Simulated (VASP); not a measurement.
A run of VASP 6.6.1 is set up as follows.

Contents of INCAR:

```
  PREC = Accurate
  ENCUT = 600
  EDIFF = 1E-7
  ISMEAR = 0
  SIGMA = 0.1
  LREAL = False
  LASPH = True
  NELM = 100
  ALGO = Normal
  ISIF = 3
  LWAVE = False
  LCHARG = False
  GGA = PE
  IBRION = 2
  NSW = 100
  EDIFFG = -0.01
```

File KPOINTS:

```
Automatic mesh
0
Gamma
  18 18 20
```

POSCAR

```
Si
1.0
    3.9176427793      0.0000000000      0.0000000000
   -1.9588213896      3.3927781698      0.0000000000
    0.0000000000      0.0000000000      2.8482371803
Si
2
Direct
    0.6666666667      0.3333333333      0.1118069238
    0.3333333333      0.6666666667      0.8881930762
```

Potentials or basis: VASP PAW PBE potentials, release 64 (Si).

Run with:

```sh
$ cat potpaw_PBE.64/Si/POTCAR > POTCAR
$ mpirun -np 1 vasp_std > vasp.out
```

What does it give for the band gap on the k mesh?

Zero (band 4 reaches 9.21 eV, above the bottom of band 5 at 3.63 eV).

What does it give for the relaxed cell?

a = 4.120 Å, b = 4.120 Å, c = 2.651 Å, α = 90.00°, β = 90.00°, γ = 120.00°.

Predict the relaxed volume.

19.49 Å³/atom.

Step by step:
```tsv
step	energy change (eV)	largest force (eV/Å)	pressure (GPa)	volume (Å³)
1	0.0000	0.0163	-0.21	37.86
3	-0.0008	0.0263	0.18	37.59
5	-0.0012	0.0516	-0.02	37.67
7	-0.0015	0.0852	-0.37	37.85
9	-0.0026	0.1147	-0.49	37.96
11	-0.0140	0.2161	-1.03	38.39
13	-0.0245	0.2561	-1.26	38.65
15	-0.0249	0.2606	-1.29	38.70
17	-0.0255	0.2608	-1.24	38.73
19	-0.0255	0.2608	-1.22	38.74
21	-0.0275	0.2525	-1.05	38.67
23	-0.0347	0.2160	-0.25	38.36
25	-0.0389	0.0839	3.30	37.16
27	-0.0465	0.1230	1.62	37.78
29	-0.0559	0.0470	-0.29	39.16
31	-0.0630	0.0724	-0.38	39.08
33	-0.0693	0.0576	-0.48	39.17
35	-0.0707	0.0403	0.22	38.86
37	-0.0716	0.0286	0.00	38.98
39	-0.0719	0.0239	-0.17	39.07
41	-0.0723	0.0113	-0.12	39.05
43	-0.0724	0.0069	0.08	38.96
45	-0.0725	0.0044	0.05	38.98
```
